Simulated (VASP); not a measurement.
Runs of VASP 6.6.1 on Au. The structure is that of space group Fm-3m (No. 225), or close to it. The cells are those of the table. 

```tsv
task	cell	k mesh	cutoff (eV)	smearing	gap on the mesh (eV)	pressure (GPa)
single point	a = 2.863 Å, angles 60.0°, 1 atom	18 × 18 × 18	520	gaussian 0.1 eV	none	0.5
single point	a = 2.862 Å, angles 60.0°, 1 atom	20 × 20 × 20	520	fermi-dirac 0.15 eV	none	0.5
single point	a = 2.843 Å, angles 60.0°, 1 atom	20 × 20 × 20	520	fermi-dirac 0.15 eV	none	4.7
single point	a = 2.881 Å, angles 60.0°, 1 atom	20 × 20 × 20	520	fermi-dirac 0.15 eV	none	(a)
relaxation of cell and atoms	relaxed from a = 2.893 Å, angles 60.0°, 1 atom	18 × 18 × 18	600	gaussian 0.1 eV	none	0.0
```

Alike in all rows: level LDA; potentials or basis VASP PAW LDA potentials, release 64 (Au); no spin polarisation.

Question: Fill in the values left out.

Answer: (a) -3.2.

Caveats: spin-orbit coupling is left out, which moves the levels of the heavy elements.

A k mesh can miss the band edges, and the runs leave out spin-orbit coupling on Au.

A gap of «none» marks levels without a gap at the run's occupations.
